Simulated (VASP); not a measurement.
Input of a VASP 6.6.1 run:

INCAR

```
SYSTEM = Zn
  PREC = Accurate
  ENCUT = 520
  EDIFF = 1E-6
  ISMEAR = 0
  SIGMA = 0.15
  LREAL = .FALSE.
  LASPH = .TRUE.
  NELM = 80
  ALGO = Fast
  ISIF = 2
  LWAVE = .FALSE.
  LCHARG = .FALSE.
  GGA = PE
  NBANDS = 12
```

Contents of KPOINTS:

```
regular mesh
0
G
  22 22 22
  0 0 0
```

Contents of POSCAR:

```
Zn
1.0
    0.8885824202      2.5276301702      2.5276301702
    2.5276301702      0.8885824202      2.5276301702
    2.5276301702      2.5276301702      0.8885824202
Zn
1
Direct
    0.0000000000      0.0000000000      0.0000000000
```

Potentials or basis: VASP PAW PBE potentials, release 64 (Zn).

Run with:

```bash
$ cat potpaw_PBE.64/Zn/POTCAR > POTCAR
$ mpirun -np 1 vasp_std > vasp.out
```

(1) Estimate the band gap on the k mesh.

(2) Predict the pressure.

Results:

(1) zero (bands 6 and 7 overlap by 7.39 eV).

(2) 26.9 GPa.

Caveat: the cell stands under pressure.
